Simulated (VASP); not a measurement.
# ZrB2 in VASP: single point with PBE

Aim: the single point of ZrB2 with PBE.

Everything below comes from runs of VASP 6.6.1. Logs are shortened: lines on timing, memory, paths and dates and some standing lists are left out, and cuts for length are marked.

### Step 1. The cell of the first run

The cell holds a slab with vacuum, 6 atoms: a = 3.170 Å, b = 3.170 Å, c = 19.299 Å, α = 90.00°, β = 90.00°, γ = 120.00°.

### Step 2. Single point, PBE

File INCAR:

```
PREC = Accurate
ENCUT = 420
EDIFF = 1E-6
ISMEAR = -1
SIGMA = 0.1
LREAL = F
LASPH = T
NELM = 120
ALGO = Normal
ISIF = 2
LWAVE = F
LCHARG = F
LDIPOL = T
IDIPOL = 3
DIPOL = 0.5 0.5 0.515
GGA = PE
NBANDS = 27
GGA_COMPAT = F
NELMDL = -8
```

File KPOINTS:

```
regular mesh
0
Gamma
  6 6 1
```

File POSCAR:

```
ZrB2
1.0
    3.1700000000      0.0000000000      0.0000000000
   -1.5850000000      2.7453005300      0.0000000000
    0.0000000000      0.0000000000     19.2995000000
Zr B
2 4
Direct
    0.0000000000      0.0000000000      0.3627036970
    0.0000000000      0.0000000000      0.5457654343
    0.3333333300      0.6666666700      0.4542345657
    0.6666666700      0.3333333300      0.4542345657
    0.3333333300      0.6666666700      0.6372963030
    0.6666666700      0.3333333300      0.6372963030
```

Potentials or basis: VASP PAW PBE potentials, release 64 (Zr_sv, B).

Command:

```bash
> cat potpaw_PBE.64/Zr_sv/POTCAR potpaw_PBE.64/B/POTCAR > POTCAR
> mpirun -np 1 vasp_std > vasp.out
```

OUTCAR:

```text
PREC = Accurate
   ENCUT = 420
   EDIFF = 1E-6
   ISMEAR = -1
   LREAL = F
   LASPH = T
   NELM = 120
   ISIF = 2
   GGA = PE
   NELMDL = -8

 ion  position               nearest neighbor table
   1  0.000  0.000  0.363-   3 2.54   4 2.54   4 2.54   3 2.54   4 2.54   3 2.54   2 3.53
   2  0.000  0.000  0.546-   3 2.54   4 2.54   5 2.54   6 2.54   4 2.54   3 2.54   4 2.54   3 2.54
                             6 2.54   5 2.54   5 2.54   6 2.54   1 3.53
   3  0.333  0.667  0.454-   4 1.83   4 1.83   4 1.83   2 2.54   1 2.54   2 2.54   2 2.54   1 2.54
                             1 2.54
   4  0.667  0.333  0.454-   3 1.83   3 1.83   3 1.83   2 2.54   1 2.54   2 2.54   2 2.54   1 2.54
                             1 2.54
   5  0.333  0.667  0.637-   6 1.83   6 1.83   6 1.83   2 2.54   2 2.54   2 2.54
   6  0.667  0.333  0.637-   5 1.83   5 1.83   5 1.83   2 2.54   2 2.54   2 2.54

  LATTYP: Found a hexagonal cell.
 ALAT       =     3.1700000000
 C/A-ratio  =     6.0881703470

  Lattice vectors:

 A1 = (   3.1700000000,   0.0000000000,   0.0000000000)
 A2 = (  -1.5850000000,   2.7453005300,   0.0000000000)
 A3 = (   0.0000000000,   0.0000000000,  19.2995000000)

Analysis of symmetry for initial positions (statically):
=====================================================================
 Subroutine PRICEL returns:
 Original cell was already a primitive cell.

 Routine SETGRP: Setting up the symmetry group for a
 hexagonal supercell.

 Subroutine GETGRP returns: Found 12 space group operations
 (whereof 12 operations were pure point group operations)
 out of a pool of 24 trial point group operations.

The static configuration has the point symmetry C_6v.

Analysis of symmetry for dynamics (positions and initial velocities):
=====================================================================
 Subroutine PRICEL returns:
 Original cell was already a primitive cell.

 Routine SETGRP: Setting up the symmetry group for a
 hexagonal supercell.

 Subroutine GETGRP returns: Found 12 space group operations
 (whereof 12 operations were pure point group operations)
 out of a pool of 24 trial point group operations.

The dynamic configuration has the point symmetry C_6v.

 Subroutine INISYM returns: Found 12 space group operations
 (whereof 12 operations are pure point group operations),
 and found     1 'primitive' translations

----------------------------------------------------------------------------------------

                                     Primitive cell

  volume of cell :     167.9559

  direct lattice vectors                    reciprocal lattice vectors
     3.170000000  0.000000000  0.000000000     0.315457413  0.182129422  0.000000000
    -1.585000000  2.745300530  0.000000000     0.000000000  0.364258845  0.000000000
     0.000000000  0.000000000 19.299500000     0.000000000  0.000000000  0.051814814

  length of vectors
     3.170000000  3.170000000 19.299500000     0.364258845  0.364258845  0.051814814

  position of ions in fractional coordinates (direct lattice)
     0.000000000  0.000000000  0.362703697
     0.000000000  0.000000000  0.545765434
     0.333333330  0.666666670  0.454234566
     0.666666670  0.333333330  0.454234566
     0.333333330  0.666666670  0.637296303
     0.666666670  0.333333330  0.637296303

  ion indices of the primitive-cell ions
   primitive index   ion index
                 1           1
                 2           2
                 3           3
                 4           4
                 5           5
                 6           6

----------------------------------------------------------------------------------------

 KPOINTS: regular mesh

Automatic generation of k-mesh.
 Grid dimensions read from file:
 generate k-points for:    6    6    1

 Generating k-lattice:

  Cartesian coordinates                     Fractional coordinates (reciprocal lattice)
     0.052576236  0.030354904  0.000000000     0.166666667  0.000000000  0.000000000
     0.000000000  0.060709807  0.000000000     0.000000000  0.166666667  0.000000000
     0.000000000  0.000000000  0.051814814     0.000000000  0.000000000  1.000000000

  Length of vectors
     0.060709807  0.060709807  0.051814814

  Shift w.r.t. Gamma in fractional coordinates (k-lattice)
     0.000000000  0.000000000  0.000000000

 Subroutine IBZKPT returns following result:
 ===========================================

 Found      7 irreducible k-points:

 Following reciprocal coordinates:
            Coordinates               Weight
  0.000000  0.000000  0.000000      1.000000
  0.166667  0.000000  0.000000      6.000000
  0.333333 -0.000000  0.000000      6.000000
  0.500000  0.000000  0.000000      3.000000
  0.166667  0.166667  0.000000      6.000000
  0.333333  0.166667  0.000000     12.000000
  0.333333  0.333333  0.000000      2.000000
   k-points           NKPTS =      7   k-points in BZ     NKDIM =      7   number of bands    NBANDS=     27
   number of dos      NEDOS =    301   number of ions     NIONS =      6
   total plane-waves  NPLWV =  80640
   dimension x,y,z NGX =    24 NGY =   24 NGZ =  140
   dimension x,y,z NGXF=    48 NGYF=   48 NGZF=  280
   ions per type =               2   4
   NGX,Y,Z   is equivalent  to a cutoff of  12.59, 12.59, 12.06 a.u.
   NGXF,Y,Z  is equivalent  to a cutoff of  25.17, 25.17, 24.12 a.u.
 SYSTEM =  unknown system
   PREC   = accura    normal or accurate (medium, high low for compatibility)
   ISTART =      0    job   : 0-new  1-cont  2-samecut
   ICHARG =      2    charge: 1-file 2-atom 10-const
   ISPIN  =      1    spin polarized calculation?
   LNONCOLLINEAR =      F non collinear calculations
   LSORBIT =      F    spin-orbit coupling
   LASPH  =      T    aspherical Exc in radial PAW
   ENCUT  =  420.0 eV  30.87 Ry    5.56 a.u.   5.30  5.30 32.25*2*pi/ulx,y,z
   NELM   =    120;   NELMIN=  2; NELMDL= -8     # of ELM steps
   EDIFF  = 0.1E-05   stopping-criterion for ELM
   LREAL  =      F    real-space projection
   EDIFFG = 0.1E-04   stopping-criterion for IOM
   NSW    =      0    number of steps for IOM
   IBRION =     -1    ionic relax: 0-MD 1-quasi-New 2-CG
   NFREE  =      0    steps in history (QN), initial steepest desc. (CG)
   ISIF   =      2    stress and relaxation
   ISYM   =      2    0-nonsym 1-usesym 2-fastsym
   POTIM  = 0.5000    time-step for ionic-motion
   TEBEG  =    0.0;   TEEND  =   0.0 temperature during run
   PSTRESS=    0.0 pullay stress
   NELECT =      36.0000    total number of electrons
   NUPDOWN=      -1.0000    fix difference up-down
   EMIN   =  10.00;   EMAX   =-10.00  energy-range for DOS
   EFERMI =   0.00;   METHOD = LEGACY
   ISMEAR =    -1;   SIGMA  =   0.10  broadening in eV -4-tet -1-fermi 0-gaus
   EFERMI_NEDOS =   21; number of points for ismear=-14 and -15
   IALGO  =     38    algorithm
   IMIX   =      4    mixing-type and parameters
     AMIX     =   0.40;   BMIX     =  1.00
     AMIX_MAG =   1.60;   BMIX_MAG =  1.00
  volume/ion in A,a.u.               =      27.99       188.90
  Fermi-wavevector in a.u.,A,eV,Ry     =   0.979739  1.851439 13.060088  0.959889
  Thomas-Fermi vector in A             =   2.110616
   LORBIT       =      0    0 simple, 1 ext, 2 COOP (PROOUT), +10 PAW based schemes
   GGA     = PE    functional components
   LHFCALC =     F    Hartree Fock is set to
   AEXX    =    0.0000 exact exchange contribution
   IVDW    =     0    specifies the selected vdW correction
   LEPSILON=     F    determine dielectric tensor
   LRPA    =     F    only Hartree local field effects (RPA)
 non-spin polarized calculation
  energy-cutoff  :      420.00
  volume of cell :      167.96
 maximum number of plane-waves:      3301
 NGX is ok and might be reduce to    24
   NGX = 11   NGY = 11   NGZ = 65

 dipolmoment           0.000000      0.000000     -0.048661 electrons x Angstroem

 number of electron      36.0000000 magnetization

 dipolmoment           0.000000      0.000000      0.082057 electrons x Angstroem

 Free energy of the ion-electron system (eV)
  ---------------------------------------------------
  ext. energy  EPLUGINS =         0.00000000
  ---------------------------------------------------
  free energy    TOTEN  =       -45.77528658 eV

  energy without entropy =      -45.66079911  energy(sigma->0) =      -45.71804284

 E-fermi :   0.4561     XC(G=0):  -5.7064

 val. band max:        0.4270923795   @ k =   0.5000   0.0000   0.0000
 cond. band min:       0.4599797419   @ k =   0.3333   0.3333   0.0000
 fundamental gap:      0.0328873624
 Fermi energy:         0.4561240287

 k-point     1 :       0.0000    0.0000    0.0000
  band No.  band energies     occupation
      1     -48.4627      2.00000
      2     -47.7548      2.00000
      3     -26.7422      2.00000
      4     -26.0704      2.00000
      5     -26.0218      2.00000
      6     -26.0218      2.00000
[... 19 lines left out ...]
     26       4.2577      0.00000
     27       4.2577      0.00000

 k-point     2 :       0.1667    0.0000    0.0000
  band No.  band energies     occupation
      1     -48.4359      2.00000
      2     -47.7263      2.00000
      3     -26.7027      2.00000
      4     -26.2414      2.00000
      5     -26.0710      2.00000
      6     -26.0211      2.00000
[... 19 lines left out ...]
     26       4.6467      0.00000
     27       4.6716      0.00000

 k-point     3 :       0.3333   -0.0000    0.0000
  band No.  band energies     occupation
      1     -48.3818      2.00000
      2     -47.6687      2.00000
      3     -26.6716      2.00000
      4     -26.6109      2.00000
      5     -26.1677      2.00000
      6     -26.0810      2.00000
[... 19 lines left out ...]
     26       5.5366      0.00000
     27       5.9404      0.00000

 k-point     4 :       0.5000    0.0000    0.0000
  band No.  band energies     occupation
      1     -48.3544      2.00000
      2     -47.6397      2.00000
      3     -26.8638      2.00000
      4     -26.5782      2.00000
      5     -26.2972      2.00000
      6     -26.2153      2.00000
[... 19 lines left out ...]
     26       6.0206      0.00000
     27       6.5544      0.00000

 k-point     5 :       0.1667    0.1667    0.0000
  band No.  band energies     occupation
      1     -48.3954      2.00000
      2     -47.6832      2.00000
      3     -26.6453      2.00000
      4     -26.5144      2.00000
      5     -26.1874      2.00000
      6     -25.9464      2.00000
[... 19 lines left out ...]
     26       5.4381      0.00000
     27       6.2669      0.00000

 k-point     6 :       0.3333    0.1667    0.0000
  band No.  band energies     occupation
      1     -48.3544      2.00000
      2     -47.6397      2.00000
      3     -26.7595      2.00000
      4     -26.5778      2.00000
      5     -26.3309      2.00000
      6     -26.1835      2.00000
[... 19 lines left out ...]
     26       6.3693      0.00000
     27       6.9089      0.00000

 k-point     7 :       0.3333    0.3333    0.0000
  band No.  band energies     occupation
      1     -48.3408      2.00000
      2     -47.6251      2.00000
      3     -26.6122      2.00000
      4     -26.6122      2.00000
      5     -26.5578      2.00000
      6     -26.0237      2.00000
[... 19 lines left out ...]
     26       6.8776      0.00000
     27       7.1540      0.00000

------------------------ aborting loop because EDIFF is reached ----------------------------------------

 vacuum level on the upper side and lower side of the slab       (xc-potential included)         0.622        -1.134

  FORCE on cell =-STRESS in cart. coord.  units (eV):
  Direction    XX          YY          ZZ          XY          YZ          ZX
  --------------------------------------------------------------------------------------
  -------------------------------------------------------------------------------------
  Total       -2.4614395     -2.4614395     -2.5907142      0.0000000      0.0000000      0.0000000
  in kB      -23.4803484    -23.4803484    -24.7135349      0.0000000      0.0000000      0.0000000
  external PRESSURE =     -23.8914106 kB  Pullay stress =       0.0000000 kB

 VOLUME and BASIS-vectors are now :
 -----------------------------------------------------------------------------
  energy-cutoff  :      420.00
  volume of cell :      167.96
      direct lattice vectors                 reciprocal lattice vectors
     3.170000000  0.000000000  0.000000000     0.315457413  0.182129422  0.000000000
    -1.585000000  2.745300530  0.000000000     0.000000000  0.364258845  0.000000000
     0.000000000  0.000000000 19.299500000     0.000000000  0.000000000  0.051814814

 POSITION                                       TOTAL-FORCE (eV/Angst)
 -----------------------------------------------------------------------------------
      0.00000      0.00000      7.00000        -0.000000     -0.000000      0.624898
      0.00000      0.00000     10.53300        -0.000000     -0.000000      1.064341
     -0.00000      1.83020      8.76650         0.000000     -0.000000     -0.372968
      1.58500      0.91510      8.76650        -0.000000      0.000000     -0.372968
     -0.00000      1.83020     12.29950         0.000000      0.000000     -0.471652
      1.58500      0.91510     12.29950        -0.000000     -0.000000     -0.471652
 -----------------------------------------------------------------------------------
    total drift:                               -0.000000     -0.000000     -0.000382

  FREE ENERGIE OF THE ION-ELECTRON SYSTEM (eV)
  ---------------------------------------------------
  free  energy   TOTEN  =       -45.7752865762 eV

  energy  without entropy=      -45.6607991070  energy(sigma->0) =      -45.71804284

 vacuum level on the upper side and lower side of the slab         6.402         4.609
```

Wall time 2.4 min (1 thread of Intel Xeon 8259CL, shared host); peak memory 0.22 GiB.

Results:

* Free energy: -45.7753 eV
* Largest force: 1.064 eV/Å
* Band gap on the k mesh: zero (bands 18 and 19 overlap by 0.12 eV)

Forces in eV/Å, atoms in the order of the input:
```
Zr   0.000  0.000  0.625
Zr   0.000  0.000  1.064
B    0.000  0.000 -0.373
B    0.000  0.000 -0.373
B    0.000  0.000 -0.472
B    0.000  0.000 -0.472
```

Caveat: the k points lie up to 0.38 Å⁻¹ apart.

The gap in the log of VASP goes by the Fermi energy; the results here count the filled bands.